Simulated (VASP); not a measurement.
# Na (P6_3/mmc) in VASP: notebook

Na is run at these levels: PBEsol; tasks: single point.

Everything below comes from runs of VASP 6.6.1. Logs are shortened: lines on timing, memory, paths and dates and some standing lists are left out, and cuts for length are marked.

### 1 The cell of the first run

The structure is hexagonal, space group P6_3/mmc (No. 194). The conventional cell has a = 3.824 Å, b = 3.824 Å, c = 5.969 Å, α = 90.00°, β = 90.00°, γ = 120.00°. Na (site symmetry -6m2) has 12 Na at 3.71 to 3.82 Å within 4.9 Å.

This isn't the form of Na at room conditions, which is bcc.

### 2 Single point, PBEsol (strain +0.015 along x and y, -0.030 along z)

INCAR

```
SYSTEM = Na
PREC = Accurate ; ENCUT = 520
EDIFF = 1E-6 ; ISMEAR = 0
SIGMA = 0.15 ; LREAL = .False.
LASPH = .True. ; NELM = 80
ALGO = Normal ; ISIF = 2
LWAVE = .False. ; LCHARG = .True.
GGA = PS ; LELF = .True.
LVHAR = .True. ; NBANDS = 14
```

KPOINTS

```
Automatic mesh
0
Gamma
  12 12 8
  0 0 0
```

POSCAR

```
Na
1.0
    3.8235060126      0.0000000000      0.0000000000
   -1.9117530063      3.3112533384      0.0000000000
    0.0000000000      0.0000000000      5.9693800000
Na
2
Direct
    0.3333333333      0.6666666667      0.2500000000
    0.6666666667      0.3333333333      0.7500000000
```

Potentials or basis: VASP PAW PBE potentials, release 64 (Na_pv).

The run is started by

```
$ cat potpaw_PBE.64/Na_pv/POTCAR > POTCAR
$ mpirun -np 1 vasp_std > vasp.out
```

OUTCAR:

```text
SYSTEM = Na
   PREC = Accurate
   ENCUT = 520
   EDIFF = 1E-6
   ISMEAR = 0
   LREAL = .False.
   LASPH = .True.
   NELM = 80
   ISIF = 2
   GGA = PS

 ion  position               nearest neighbor table
   1  0.333  0.667  0.250-
   2  0.667  0.333  0.750-

  LATTYP: Found a hexagonal cell.
 ALAT       =     3.8235060126
 C/A-ratio  =     1.5612320159

  Lattice vectors:

 A1 = (   3.8235060126,   0.0000000000,   0.0000000000)
 A2 = (  -1.9117530063,   3.3112533384,   0.0000000000)
 A3 = (   0.0000000000,   0.0000000000,   5.9693800000)

Analysis of symmetry for initial positions (statically):
=====================================================================
 Subroutine PRICEL returns:
 Original cell was already a primitive cell.

 Routine SETGRP: Setting up the symmetry group for a
 hexagonal supercell.

 Subroutine GETGRP returns: Found 24 space group operations
 (whereof 12 operations were pure point group operations)
 out of a pool of 24 trial point group operations.

The static configuration has the point symmetry D_3d.
 The point group associated with its full space group is D_6h.

Analysis of symmetry for dynamics (positions and initial velocities):
=====================================================================
 Subroutine PRICEL returns:
 Original cell was already a primitive cell.

 Routine SETGRP: Setting up the symmetry group for a
 hexagonal supercell.

 Subroutine GETGRP returns: Found 24 space group operations
 (whereof 12 operations were pure point group operations)
 out of a pool of 24 trial point group operations.

The dynamic configuration has the point symmetry D_3d.
 The point group associated with its full space group is D_6h.

 Subroutine INISYM returns: Found 24 space group operations
 (whereof 12 operations are pure point group operations),
 and found     1 'primitive' translations

----------------------------------------------------------------------------------------

                                     Primitive cell

  volume of cell :      75.5759

  direct lattice vectors                    reciprocal lattice vectors
     3.823506013  0.000000000  0.000000000     0.261540062  0.151000225  0.000000000
    -1.911753006  3.311253338  0.000000000     0.000000000  0.302000451  0.000000000
     0.000000000  0.000000000  5.969380000     0.000000000  0.000000000  0.167521585

  length of vectors
     3.823506013  3.823506013  5.969380000     0.302000451  0.302000451  0.167521585

  position of ions in fractional coordinates (direct lattice)
     0.333333333  0.666666667  0.250000000
     0.666666667  0.333333333  0.750000000

  ion indices of the primitive-cell ions
   primitive index   ion index
                 1           1
                 2           2

----------------------------------------------------------------------------------------

 KPOINTS: Automatic mesh

Automatic generation of k-mesh.
 Grid dimensions read from file:
 generate k-points for:   12   12    8

 Generating k-lattice:

  Cartesian coordinates                     Fractional coordinates (reciprocal lattice)
     0.021795005  0.012583352  0.000000000     0.083333333  0.000000000  0.000000000
     0.000000000  0.025166704  0.000000000     0.000000000  0.083333333  0.000000000
     0.000000000  0.000000000  0.020940198     0.000000000  0.000000000  0.125000000

  Length of vectors
     0.025166704  0.025166704  0.020940198

  Shift w.r.t. Gamma in fractional coordinates (k-lattice)
     0.000000000  0.000000000  0.000000000

 Subroutine IBZKPT returns following result:
 ===========================================

 Found     95 irreducible k-points:

 Following reciprocal coordinates:
            Coordinates               Weight
  0.000000  0.000000  0.000000      1.000000
  0.083333 -0.000000  0.000000      6.000000
  0.166667  0.000000  0.000000      6.000000
  0.250000  0.000000  0.000000      6.000000
  0.333333 -0.000000  0.000000      6.000000
  0.416667  0.000000  0.000000      6.000000
[... 16 lines left out ...]
  0.250000  0.000000  0.125000     12.000000
  0.333333 -0.000000  0.125000     12.000000
 [... further k-points ...]
   k-points           NKPTS =     95   k-points in BZ     NKDIM =     95   number of bands    NBANDS=     14
   number of dos      NEDOS =    301   number of ions     NIONS =      2
   total plane-waves  NPLWV =  37632
   dimension x,y,z NGX =    28 NGY =   28 NGZ =   48
   dimension x,y,z NGXF=    56 NGYF=   56 NGZF=   96
   ions per type =               2
   NGX,Y,Z   is equivalent  to a cutoff of  12.17, 12.17, 13.37 a.u.
   NGXF,Y,Z  is equivalent  to a cutoff of  24.35, 24.35, 26.74 a.u.
 SYSTEM =  Na
   PREC   = accura    normal or accurate (medium, high low for compatibility)
   ISTART =      0    job   : 0-new  1-cont  2-samecut
   ICHARG =      2    charge: 1-file 2-atom 10-const
   ISPIN  =      1    spin polarized calculation?
   LNONCOLLINEAR =      F non collinear calculations
   LSORBIT =      F    spin-orbit coupling
   LASPH  =      T    aspherical Exc in radial PAW
   ENCUT  =  520.0 eV  38.22 Ry    6.18 a.u.   7.11  7.11 11.10*2*pi/ulx,y,z
   NELM   =     80;   NELMIN=  2; NELMDL= -5     # of ELM steps
   EDIFF  = 0.1E-05   stopping-criterion for ELM
   LREAL  =      F    real-space projection
[... 7 lines left out ...]
   TEBEG  =    0.0;   TEEND  =   0.0 temperature during run
   PSTRESS=    0.0 pullay stress
   NELECT =      14.0000    total number of electrons
   NUPDOWN=      -1.0000    fix difference up-down
   EMIN   =  10.00;   EMAX   =-10.00  energy-range for DOS
   EFERMI =   0.00;   METHOD = LEGACY
   ISMEAR =     0;   SIGMA  =   0.15  broadening in eV -4-tet -1-fermi 0-gaus
   EFERMI_NEDOS =   21; number of points for ismear=-14 and -15
   IALGO  =     38    algorithm
   IMIX   =      4    mixing-type and parameters
     AMIX     =   0.40;   BMIX     =  1.00
     AMIX_MAG =   1.60;   BMIX_MAG =  1.00
  volume/ion in A,a.u.               =      37.79       255.01
  Fermi-wavevector in a.u.,A,eV,Ry     =   0.933232  1.763553 11.849617  0.870922
  Thomas-Fermi vector in A             =   2.059912
   LORBIT       =      0    0 simple, 1 ext, 2 COOP (PROOUT), +10 PAW based schemes
   GGA     = PS    functional components
   LHFCALC =     F    Hartree Fock is set to
   AEXX    =    0.0000 exact exchange contribution
   IVDW    =     0    specifies the selected vdW correction
   LEPSILON=     F    determine dielectric tensor
   LRPA    =     F    only Hartree local field effects (RPA)
 non-spin polarized calculation
 Gauss-broadening in eV      SIGMA  =   0.15
  energy-cutoff  :      520.00
  volume of cell :       75.58
 maximum number of plane-waves:      2062
   NGX = 15   NGY = 15   NGZ = 23

 number of electron      14.0000006 magnetization

 Free energy of the ion-electron system (eV)
  ---------------------------------------------------
  ext. energy  EPLUGINS =         0.00000000
  ---------------------------------------------------
  free energy    TOTEN  =        -2.80320951 eV

  energy without entropy =       -2.79462306  energy(sigma->0) =       -2.79891629

 E-fermi :   0.2486     XC(G=0):  -6.4502

 val. band max:        0.2452409966   @ k =   0.0000   0.0000   0.1250
 cond. band min:       0.2500879082   @ k =   0.2500   0.0000   0.2500
 fundamental gap:      0.0048469116
 Fermi energy:         0.2486317453

 k-point     1 :       0.0000    0.0000    0.0000
  band No.  band energies     occupation
      1     -24.5841      2.00000
      2     -24.5521      2.00000
      3     -24.5521      2.00000
      4     -24.5470      2.00000
      5     -24.5462      2.00000
      6     -24.5462      2.00000
      7      -2.9869      2.00000
      8       1.0021      0.00000
      9       1.4714      0.00000
     10       9.7608      0.00000
     11       9.7609      0.00000
     12      10.0558      0.00000
     13      10.0558      0.00000
     14      10.5109      0.00000

 k-point     2 :       0.0833   -0.0000    0.0000
  band No.  band energies     occupation
      1     -24.5833      2.00000
      2     -24.5535      2.00000
      3     -24.5526      2.00000
      4     -24.5476      2.00000
      5     -24.5474      2.00000
      6     -24.5464      2.00000
      7      -2.8885      2.00000
      8       1.0894      0.00000
      9       1.5663      0.00000
     10       8.1523      0.00000
     11       9.0043      0.00000
     12       9.4920      0.00000
     13      10.9421      0.00000
     14      11.5778      0.00000

 k-point     3 :       0.1667    0.0000    0.0000
  band No.  band energies     occupation
      1     -24.5811      2.00000
      2     -24.5574      2.00000
      3     -24.5539      2.00000
      4     -24.5517      2.00000
      5     -24.5485      2.00000
      6     -24.5469      2.00000
      7      -2.5944      2.00000
      8       1.3516      0.00000
      9       1.8460      0.00000
     10       6.3452      0.00000
     11       8.2753      0.00000
     12       8.5770      0.00000
     13       9.8632      0.00000
     14      11.0423      0.00000
[... 324 lines left out ...]
 k-point    23 :       0.2500    0.0000    0.1250
  band No.  band energies     occupation
      1     -24.5774      2.00000
      2     -24.5620      2.00000
      3     -24.5583      2.00000
      4     -24.5554      2.00000
      5     -24.5503      2.00000
      6     -24.5481      2.00000
      7      -2.0408      2.00000
      8       1.0659      0.00000
      9       3.1055      0.00000
     10       4.7699      0.00000
     11       7.3161      0.00000
     12       7.7624      0.00000
     13       8.3159      0.00000
     14      10.1651      0.00000

 k-point    24 :       0.3333   -0.0000    0.1250
  band No.  band energies     occupation
      1     -24.5749      2.00000
      2     -24.5665      2.00000
      3     -24.5635      2.00000
      4     -24.5571      2.00000
      5     -24.5524      2.00000
      6     -24.5490      2.00000
      7      -1.3679      2.00000
      8       1.6814      0.00000
      9       3.0136      0.00000
     10       3.9740      0.00000
     11       5.9644      0.00000
     12       7.3561      0.00000
     13       7.3993      0.00000
     14       9.0735      0.00000

 [... further k-points ...]
[... 5 lines left out ...]
  --------------------------------------------------------------------------------------
  -------------------------------------------------------------------------------------
  Total       -0.1833362     -0.1833362      0.0050703     -0.0000000     -0.0000000      0.0000000
  in kB       -3.8866490     -3.8866490      0.1074875     -0.0000000     -0.0000000      0.0000000
  external PRESSURE =      -2.5552702 kB  Pullay stress =       0.0000000 kB

 VOLUME and BASIS-vectors are now :
 -----------------------------------------------------------------------------
  energy-cutoff  :      520.00
  volume of cell :       75.58
      direct lattice vectors                 reciprocal lattice vectors
     3.823506013  0.000000000  0.000000000     0.261540062  0.151000225  0.000000000
    -1.911753006  3.311253338  0.000000000     0.000000000  0.302000451  0.000000000
     0.000000000  0.000000000  5.969380000     0.000000000  0.000000000  0.167521585

 POSITION                                       TOTAL-FORCE (eV/Angst)
 -----------------------------------------------------------------------------------
     -0.00000      2.20750      1.49235        -0.000000      0.000000      0.000000
      1.91175      1.10375      4.47703         0.000000     -0.000000     -0.000000
 -----------------------------------------------------------------------------------
    total drift:                               -0.000000      0.000000      0.000000

  FREE ENERGIE OF THE ION-ELECTRON SYSTEM (eV)
  ---------------------------------------------------
  free  energy   TOTEN  =        -2.8032095126 eV

  energy  without entropy=       -2.7946230616  energy(sigma->0) =       -2.79891629
```

It took 21 s on 1 thread of Intel Xeon 6975P-C (Granite Rapids), shared host; peak memory 0.22 GiB.

What came out:

- Free energy: -2.8032 eV
- Pressure: -0.3 GPa
- Band gap on the k mesh: zero (bands 7 and 8 overlap by 4.13 eV)

Caveat: the cell differs from its parent crystal (strain +0.015 along x and y, -0.030 along z); the PAW data sets were made with another functional, which shifts forces and pressure a little.

### 3 Single point, PBEsol (strain +0.000 along x and y, +0.015 along z)

INCAR

```
ALGO     = Fast           # electronic algorithm
EDIFF    = 1E-6           # SCF threshold, eV
ENCUT    = 520            # plane-wave cutoff, eV
GGA      = PS             # functional
ISIF     = 2              # what is computed and relaxed
ISMEAR   = 0              # smearing method
LASPH    = True           # aspherical terms in the spheres
LCHARG   = True           # write CHGCAR
LELF     = True           # ELF
LREAL    = False          # projectors in reciprocal space
LVHAR    = True         
LWAVE    = False          # write WAVECAR
NBANDS   = 14             # bands
NELM     = 100            # most SCF steps
PREC     = Accurate       # precision mode
SIGMA    = 0.15           # smearing width, eV
```

KPOINTS

```
k-points
0
Gamma
  12 12 8
```

POSCAR

```
Na
1.0
    3.7670009976      0.0000000000      0.0000000000
   -1.8835004988      3.2623185600      0.0000000000
    0.0000000000      0.0000000000      6.2463100000
Na
2
Direct
    0.3333333333      0.6666666667      0.2500000000
    0.6666666667      0.3333333333      0.7500000000
```

Potentials or basis: VASP PAW PBE potentials, release 64 (Na_pv).

The run is started by

```
$ cat potpaw_PBE.64/Na_pv/POTCAR > POTCAR
$ mpirun -np 1 vasp_std > vasp.out
```

OUTCAR:

```text
EDIFF = 1E-6
   ENCUT = 520
   GGA = PS
   ISIF = 2
   ISMEAR = 0
   LASPH = True
   LREAL = False
   NELM = 100
   PREC = Accurate

 ion  position               nearest neighbor table
   1  0.333  0.667  0.250-
   2  0.667  0.333  0.750-

  LATTYP: Found a hexagonal cell.
 ALAT       =     3.7670009976
 C/A-ratio  =     1.6581652099

  Lattice vectors:

 A1 = (   3.7670009976,   0.0000000000,   0.0000000000)
[... 587 lines left out ...]
      7      -1.3382      2.00000
      8       1.4631      0.00000
      9       3.0171      0.00000
     10       3.7114      0.00000
     11       5.9029      0.00000
     12       7.3685      0.00000
     13       7.6692      0.00000
     14       8.9860      0.00000

 [... further k-points ...]
[... 5 lines left out ...]
  --------------------------------------------------------------------------------------
  -------------------------------------------------------------------------------------
  Total       -0.1584607     -0.1584607     -0.2960985      0.0000000      0.0000000     -0.0000000
  in kB       -3.3073992     -3.3073992     -6.1801811      0.0000000      0.0000000     -0.0000000
  external PRESSURE =      -4.2649932 kB  Pullay stress =       0.0000000 kB

 VOLUME and BASIS-vectors are now :
 -----------------------------------------------------------------------------
  energy-cutoff  :      520.00
  volume of cell :       76.76
      direct lattice vectors                 reciprocal lattice vectors
     3.767000998  0.000000000  0.000000000     0.265463163  0.153265229  0.000000000
    -1.883500499  3.262318560  0.000000000     0.000000000  0.306530457  0.000000000
     0.000000000  0.000000000  6.246310000     0.000000000  0.000000000  0.160094520

 POSITION                                       TOTAL-FORCE (eV/Angst)
 -----------------------------------------------------------------------------------
     -0.00000      2.17488      1.56158         0.000000      0.000000      0.000000
      1.88350      1.08744      4.68473        -0.000000      0.000000     -0.000000
 -----------------------------------------------------------------------------------
    total drift:                               -0.000000      0.000000      0.000000

  FREE ENERGIE OF THE ION-ELECTRON SYSTEM (eV)
  ---------------------------------------------------
  free  energy   TOTEN  =        -2.8018995514 eV

  energy  without entropy=       -2.7924431611  energy(sigma->0) =       -2.79717136
```

OSZICAR:

```text
N       E                     dE             d eps       ncg     rms          rms(c)
DAV:   1     0.991952794984E+02    0.99195E+02   -0.75652E+03  2660   0.953E+02
DAV:   2     0.109861072380E+01   -0.98097E+02   -0.97058E+02  2774   0.271E+02
DAV:   3    -0.275198865519E+01   -0.38506E+01   -0.38474E+01  3356   0.621E+01
DAV:   4    -0.280476031774E+01   -0.52772E-01   -0.52770E-01  2990   0.784E+00
DAV:   5    -0.280594945378E+01   -0.11891E-02   -0.11891E-02  3416   0.120E+00    0.325E-01
RMM:   6    -0.280284214681E+01    0.31073E-02   -0.42570E-03  3387   0.851E-01    0.198E-01
RMM:   7    -0.280194573864E+01    0.89641E-03   -0.37757E-03  3438   0.707E-01    0.654E-02
RMM:   8    -0.280187634248E+01    0.69396E-04   -0.73433E-04  3302   0.498E-01    0.573E-03
RMM:   9    -0.280189446592E+01   -0.18123E-04   -0.18654E-04  3843   0.167E-01    0.527E-03
RMM:  10    -0.280189751743E+01   -0.30515E-05   -0.45252E-05  3728   0.120E-01    0.305E-03
RMM:  11    -0.280190242120E+01   -0.49038E-05   -0.29975E-05  3499   0.656E-02    0.823E-03
RMM:  12    -0.280189917224E+01    0.32490E-05   -0.16148E-05  3330   0.706E-02    0.353E-04
RMM:  13    -0.280189955139E+01   -0.37915E-06   -0.34602E-06  2103   0.276E-02
   1 F= -.28018996E+01 E0= -.27971714E+01  d E =-.945639E-02
```

stdout:

```text
POSCAR found type information on POSCAR Na
 POSCAR found :  1 types and       2 ions
 scaLAPACK will be used
 -----------------------------------------------------------------------------
|                                                                             |
|                                                                             |
|     You enforced a specific xc type in the INCAR file but a different       |
|     I HOPE YOU KNOW WHAT YOU ARE DOING!                                     |
|                                                                             |
 -----------------------------------------------------------------------------

 LDA part: xc-table for (Slater+PW92), standard interpolation
 POSCAR, INCAR and KPOINTS ok, starting setup
 FFT: planning ... GRIDC
 FFT: planning ... GRID_SOFT
 FFT: planning ... GRID
 WAVECAR not read
 entering main loop
```

Wall time 34 s (1 thread of Intel Xeon 6975P-C (Granite Rapids), shared host); peak memory 0.22 GiB.

Results:

* Free energy: -2.8019 eV
* Pressure: -0.4 GPa
* Band gap on the k mesh: zero (bands 7 and 8 overlap by 4.28 eV)

Stress tensor (GPa, compression positive):
```
-0.33  0.00  0.00
 0.00 -0.33  0.00
 0.00  0.00 -0.62
```

Levels at points of the mesh, in eV from the Fermi level:
| k point | band 4 | band 5 | band 6 | band 7 | band 8 | band 9 | band 10 | band 11 |
| --- | --- | --- | --- | --- | --- | --- | --- | --- |
| (0.00, 0.00, 0.00) | -24.80 | -24.80 | -24.80 | -3.20 | 0.49 | 0.85 | 9.92 | 9.92 |
| (0.50, 0.00, 0.00) | -24.81 | -24.81 | -24.80 | 0.28 | 0.39 | 3.77 | 3.78 | 4.20 |
| (0.00, 0.00, 0.50) | -24.80 | -24.80 | -24.80 | -2.21 | -2.21 | 5.25 | 5.25 | 10.49 |
| (0.50, 0.00, 0.50) | -24.81 | -24.81 | -24.81 | 1.06 | 1.06 | 1.53 | 1.53 | 7.55 |

Caveat: the cell differs from its parent crystal (strain +0.000 along x and y, +0.015 along z); the PAW data sets were made with another functional, which shifts forces and pressure a little.

The gap in the log of VASP goes by the Fermi energy; the results here count the filled bands.